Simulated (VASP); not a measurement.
# La (P6_3/mmc) in VASP: single point with PBEsol

Aim: the single point of La with PBEsol.

Everything below comes from runs of VASP 6.6.1. Logs are shortened: lines on timing, memory, paths and dates and some standing lists are left out, and cuts for length are marked.

**1. The cell of the first run**

Symmetry: P6_3/mmc, No. 194, hexagonal system. The conventional cell has a = 3.661 Å, b = 3.661 Å, c = 11.711 Å, α = 90.00°, β = 90.00°, γ = 120.00°. La (site symmetry -3m) has 12 La at 3.61 to 3.66 Å within 4.7 Å. La (site symmetry -6m2) has 12 La at 3.61 to 3.66 Å within 4.7 Å.

**2. Single point, PBEsol**

INCAR

```
ALGO = Fast ; EDIFF = 1E-6
ENCUT = 520 ; GGA = PS
ISIF = 2 ; ISMEAR = 0
LASPH = True ; LCHARG = False
LREAL = False ; LWAVE = False
NBANDS = 30 ; NELM = 80
PREC = Accurate ; SIGMA = 0.1
```

KPOINTS

```
k-points
0
Gamma
  15 15 4
```

POSCAR

```
La
1.0
    3.6613482521      0.0000000000      0.0000000000
   -1.8306741261      3.1708205984      0.0000000000
    0.0000000000      0.0000000000     11.7111035992
La
4
Direct
    0.0000000000      0.0000000000      0.0000000000
    0.0000000000      0.0000000000      0.5000000000
    0.3333333333      0.6666666667      0.7500000000
    0.6666666667      0.3333333333      0.2500000000
```

Potentials or basis: VASP PAW PBE potentials, release 64 (La).

Started as:

```
cat potpaw_PBE.64/La/POTCAR > POTCAR
mpirun -np 1 vasp_std > vasp.out
```

OUTCAR:

```text
EDIFF = 1E-6
   ENCUT = 520
   GGA = PS
   ISIF = 2
   ISMEAR = 0
   LASPH = True
   LREAL = False
   NELM = 80
   PREC = Accurate

 ion  position               nearest neighbor table
   1  0.000  0.000  0.000-   3 3.61   4 3.61   4 3.61   3 3.61   4 3.61   3 3.61
   2  0.000  0.000  0.500-   3 3.61   4 3.61   4 3.61   3 3.61   4 3.61   3 3.61
   3  0.333  0.667  0.750-   1 3.61   2 3.61   1 3.61   2 3.61   1 3.61   2 3.61
   4  0.667  0.333  0.250-   1 3.61   2 3.61   1 3.61   2 3.61   1 3.61   2 3.61

  LATTYP: Found a hexagonal cell.
 ALAT       =     3.6613482521
 C/A-ratio  =     3.1985768064

  Lattice vectors:

 A1 = (   3.6613482521,   0.0000000000,   0.0000000000)
 A2 = (  -1.8306741261,   3.1708205984,   0.0000000000)
 A3 = (   0.0000000000,   0.0000000000,  11.7111035992)

Analysis of symmetry for initial positions (statically):
=====================================================================
 Subroutine PRICEL returns:
 Original cell was already a primitive cell.

 Routine SETGRP: Setting up the symmetry group for a
 hexagonal supercell.

 Subroutine GETGRP returns: Found 24 space group operations
 (whereof 12 operations were pure point group operations)
 out of a pool of 24 trial point group operations.

The static configuration has the point symmetry D_3d.
 The point group associated with its full space group is D_6h.

Analysis of symmetry for dynamics (positions and initial velocities):
=====================================================================
 Subroutine PRICEL returns:
 Original cell was already a primitive cell.

 Routine SETGRP: Setting up the symmetry group for a
 hexagonal supercell.

 Subroutine GETGRP returns: Found 24 space group operations
 (whereof 12 operations were pure point group operations)
 out of a pool of 24 trial point group operations.

The dynamic configuration has the point symmetry D_3d.
 The point group associated with its full space group is D_6h.

 Subroutine INISYM returns: Found 24 space group operations
 (whereof 12 operations are pure point group operations),
 and found     1 'primitive' translations

----------------------------------------------------------------------------------------

                                     Primitive cell

  volume of cell :     135.9598

  direct lattice vectors                    reciprocal lattice vectors
     3.661348252  0.000000000  0.000000000     0.273123432  0.157687887  0.000000000
    -1.830674126  3.170820598  0.000000000     0.000000000  0.315375774  0.000000000
     0.000000000  0.000000000 11.711103599     0.000000000  0.000000000  0.085389049

  length of vectors
     3.661348252  3.661348252 11.711103599     0.315375774  0.315375774  0.085389049

  position of ions in fractional coordinates (direct lattice)
     0.000000000  0.000000000  0.000000000
     0.000000000  0.000000000  0.500000000
     0.333333333  0.666666667  0.750000000
     0.666666667  0.333333333  0.250000000

  ion indices of the primitive-cell ions
   primitive index   ion index
                 1           1
                 2           2
                 3           3
                 4           4

----------------------------------------------------------------------------------------

 KPOINTS: k-points

Automatic generation of k-mesh.
 Grid dimensions read from file:
 generate k-points for:   15   15    4

 Generating k-lattice:

  Cartesian coordinates                     Fractional coordinates (reciprocal lattice)
     0.018208229  0.010512526  0.000000000     0.066666667  0.000000000  0.000000000
     0.000000000  0.021025052  0.000000000     0.000000000  0.066666667  0.000000000
     0.000000000  0.000000000  0.021347262     0.000000000  0.000000000  0.250000000

  Length of vectors
     0.021025052  0.021025052  0.021347262

  Shift w.r.t. Gamma in fractional coordinates (k-lattice)
     0.000000000  0.000000000  0.000000000

 Subroutine IBZKPT returns following result:
 ===========================================

 Found     81 irreducible k-points:

 Following reciprocal coordinates:
            Coordinates               Weight
  0.000000  0.000000  0.000000      1.000000
  0.066667 -0.000000  0.000000      6.000000
  0.133333 -0.000000  0.000000      6.000000
  0.200000 -0.000000  0.000000      6.000000
  0.266667 -0.000000  0.000000      6.000000
  0.333333 -0.000000  0.000000      6.000000
[... 16 lines left out ...]
  0.333333  0.200000  0.000000     12.000000
  0.400000  0.200000  0.000000      6.000000
 [... further k-points ...]
   k-points           NKPTS =     81   k-points in BZ     NKDIM =     81   number of bands    NBANDS=     30
   number of dos      NEDOS =    301   number of ions     NIONS =      4
   total plane-waves  NPLWV =  70560
   dimension x,y,z NGX =    28 NGY =   28 NGZ =   90
   dimension x,y,z NGXF=    56 NGYF=   56 NGZF=  180
   ions per type =               4
   NGX,Y,Z   is equivalent  to a cutoff of  12.71, 12.71, 12.78 a.u.
   NGXF,Y,Z  is equivalent  to a cutoff of  25.43, 25.43, 25.55 a.u.
 SYSTEM =  unknown system
   PREC   = accura    normal or accurate (medium, high low for compatibility)
   ISTART =      0    job   : 0-new  1-cont  2-samecut
   ICHARG =      2    charge: 1-file 2-atom 10-const
   ISPIN  =      1    spin polarized calculation?
   LNONCOLLINEAR =      F non collinear calculations
   LSORBIT =      F    spin-orbit coupling
   LASPH  =      T    aspherical Exc in radial PAW
   ENCUT  =  520.0 eV  38.22 Ry    6.18 a.u.   6.81  6.81 21.77*2*pi/ulx,y,z
   NELM   =     80;   NELMIN=  2; NELMDL= -5     # of ELM steps
   EDIFF  = 0.1E-05   stopping-criterion for ELM
   LREAL  =      F    real-space projection
   EDIFFG = 0.1E-04   stopping-criterion for IOM
   NSW    =      0    number of steps for IOM
   IBRION =     -1    ionic relax: 0-MD 1-quasi-New 2-CG
   NFREE  =      0    steps in history (QN), initial steepest desc. (CG)
   ISIF   =      2    stress and relaxation
   ISYM   =      2    0-nonsym 1-usesym 2-fastsym
   POTIM  = 0.5000    time-step for ionic-motion
   TEBEG  =    0.0;   TEEND  =   0.0 temperature during run
   PSTRESS=    0.0 pullay stress
   NELECT =      44.0000    total number of electrons
   NUPDOWN=      -1.0000    fix difference up-down
   EMIN   =  10.00;   EMAX   =-10.00  energy-range for DOS
   EFERMI =   0.00;   METHOD = LEGACY
   ISMEAR =     0;   SIGMA  =   0.10  broadening in eV -4-tet -1-fermi 0-gaus
   EFERMI_NEDOS =   21; number of points for ismear=-14 and -15
   IALGO  =     68    algorithm
   IMIX   =      4    mixing-type and parameters
     AMIX     =   0.40;   BMIX     =  1.00
     AMIX_MAG =   1.60;   BMIX_MAG =  1.00
  volume/ion in A,a.u.               =      33.99       229.38
  Fermi-wavevector in a.u.,A,eV,Ry     =   1.123972  2.123999 17.188422  1.263313
  Thomas-Fermi vector in A             =   2.260641
   LORBIT       =      0    0 simple, 1 ext, 2 COOP (PROOUT), +10 PAW based schemes
   GGA     = PS    functional components
   LHFCALC =     F    Hartree Fock is set to
   AEXX    =    0.0000 exact exchange contribution
   IVDW    =     0    specifies the selected vdW correction
   LEPSILON=     F    determine dielectric tensor
   LRPA    =     F    only Hartree local field effects (RPA)
 non-spin polarized calculation
 RMM-DIIS sequential band-by-band and
 Gauss-broadening in eV      SIGMA  =   0.10
  energy-cutoff  :      520.00
  volume of cell :      135.96
 maximum number of plane-waves:      3686
 NGX is ok and might be reduce to    28
   NGX = 13   NGY = 13   NGZ = 43

 number of electron      44.0000001 magnetization

 Free energy of the ion-electron system (eV)
  ---------------------------------------------------
  ext. energy  EPLUGINS =         0.00000000
  ---------------------------------------------------
  free energy    TOTEN  =       -21.39906522 eV

  energy without entropy =      -21.36841939  energy(sigma->0) =      -21.38374231

 E-fermi :   8.6278     XC(G=0): -10.0522

 val. band max:        8.6231198279   @ k =   0.4000  -0.0000   0.0000
 cond. band min:       8.6292507788   @ k =   0.2667   0.1333   0.0000
 fundamental gap:      0.0061309509
 Fermi energy:         8.6278486370

 k-point     1 :       0.0000    0.0000    0.0000
  band No.  band energies     occupation
      1     -24.1366      2.00000
      2     -23.9916      2.00000
      3     -23.9880      2.00000
      4     -23.8359      2.00000
      5      -8.7013      2.00000
      6      -7.8385      2.00000
[... 22 lines left out ...]
     29      10.1190      0.00000
     30      10.4695      0.00000

 k-point     2 :       0.0667   -0.0000    0.0000
  band No.  band energies     occupation
      1     -24.1267      2.00000
      2     -23.9842      2.00000
      3     -23.9807      2.00000
      4     -23.8314      2.00000
      5      -8.6777      2.00000
      6      -7.8466      2.00000
[... 22 lines left out ...]
     29      10.2790      0.00000
     30      10.5186      0.00000

 k-point     3 :       0.1333   -0.0000    0.0000
  band No.  band energies     occupation
      1     -24.0981      2.00000
      2     -23.9634      2.00000
      3     -23.9599      2.00000
      4     -23.8192      2.00000
      5      -8.6086      2.00000
      6      -7.8828      2.00000
[... 22 lines left out ...]
     29      10.2581      0.00000
     30      10.3700      0.00000

 k-point     4 :       0.2000   -0.0000    0.0000
  band No.  band energies     occupation
      1     -24.0546      2.00000
      2     -23.9324      2.00000
      3     -23.9290      2.00000
      4     -23.8021      2.00000
      5      -8.5005      2.00000
      6      -7.9797      2.00000
[... 616 lines left out ...]
     29       9.9338      0.00000
     30      10.6187      0.00000

 k-point    23 :       0.3333    0.2000    0.0000
  band No.  band energies     occupation
      1     -23.8493      2.00000
      2     -23.8096      2.00000
      3     -23.8066      2.00000
      4     -23.7669      2.00000
      5      -8.4565      2.00000
      6      -8.4169      2.00000
[... 22 lines left out ...]
     29      10.5070      0.00000
     30      10.6175      0.00000

 k-point    24 :       0.4000    0.2000    0.0000
  band No.  band energies     occupation
      1     -23.8328      2.00000
      2     -23.8034      2.00000
      3     -23.8004      2.00000
      4     -23.7710      2.00000
      5      -8.4845      2.00000
      6      -8.4370      2.00000
[... 22 lines left out ...]
     29      10.5257      0.00000
     30      10.5915      0.00000

 [... further k-points ...]
[... 5 lines left out ...]
  --------------------------------------------------------------------------------------
  -------------------------------------------------------------------------------------
  Total        0.0082379      0.0082379      0.0138834     -0.0000000      0.0000000     -0.0000000
  in kB        0.0970770      0.0970770      0.1636046     -0.0000000      0.0000000     -0.0000000
  external PRESSURE =       0.1192529 kB  Pullay stress =       0.0000000 kB

 VOLUME and BASIS-vectors are now :
 -----------------------------------------------------------------------------
  energy-cutoff  :      520.00
  volume of cell :      135.96
      direct lattice vectors                 reciprocal lattice vectors
     3.661348252  0.000000000  0.000000000     0.273123432  0.157687887  0.000000000
    -1.830674126  3.170820598  0.000000000     0.000000000  0.315375774  0.000000000
     0.000000000  0.000000000 11.711103599     0.000000000  0.000000000  0.085389049

 POSITION                                       TOTAL-FORCE (eV/Angst)
 -----------------------------------------------------------------------------------
      0.00000      0.00000      0.00000         0.000000      0.000000      0.000000
      0.00000      0.00000      5.85555         0.000000      0.000000      0.000000
     -0.00000      2.11388      8.78333         0.000000      0.000000      0.000000
      1.83067      1.05694      2.92778        -0.000000     -0.000000     -0.000000
 -----------------------------------------------------------------------------------
    total drift:                               -0.000000      0.000000      0.000000

  FREE ENERGIE OF THE ION-ELECTRON SYSTEM (eV)
  ---------------------------------------------------
  free  energy   TOTEN  =       -21.3990652204 eV

  energy  without entropy=      -21.3684193901  energy(sigma->0) =      -21.38374231
```

Run time: 45 min. Hardware: 1 thread of Intel Xeon Platinum 8259CL at 2.50GHz (Skylake/Cascade Lake), shared host; peak memory 0.45 GiB.

What came out:

- Free energy: -21.3991 eV
- Pressure: 0.0 GPa
- Band gap on the k mesh: zero (bands 22 and 23 overlap by 1.28 eV)

Caveat: the PAW data sets were made with another functional, which shifts forces and pressure a little; spin-orbit coupling is left out, which moves the levels of the heavy elements.
